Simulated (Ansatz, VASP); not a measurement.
**One calculation of Ni, two programs**

```
CELL_PARAMETERS angstrom
0.00000 1.70113 1.70113
1.70113 0.00000 1.70113
1.70113 1.70113 0.00000
ATOMIC_POSITIONS crystal
Ni 0.00000 0.00000 0.00000
```

Alike in both runs: task single point; functional LDA; k mesh 22 × 22 × 22; occupations gaussian, width 0.05 eV; collinear spin.

|  | VASP | Ansatz |
| --- | --- | --- |
| version | VASP 6.6.1 | Ansatz 0.2.0 |
| potentials or method | VASP PAW LDA potentials, release 64 (Ni_sv_GW), cutoff 690 eV | scalar-relativistic, plane waves, PAW |
| valence electrons in the cell | 18 | 18 |

Ansatz gave:

```
gap on the k mesh at the Fermi level (eV)                     : none
pressure (GPa)                                                : 5.2
net moment per atom (μB)                                      : 0.62
size of the moment on the site where the two differ most (μB) : 0.65
```

Q: Estimate VASP's values.

A: gap on the k mesh at the Fermi level (eV): none; pressure (GPa): 4.3; net moment per atom (μB): 0.58; size of the moment on the site where the two differ most (μB): 0.60.

LDA's correlation is that of Perdew and Zunger in VASP and of Perdew and Wang (1992) in Ansatz. Site moments also hang on the region over which each program counts them. A gap of «none» marks a metal or a gap that the smearing closes.
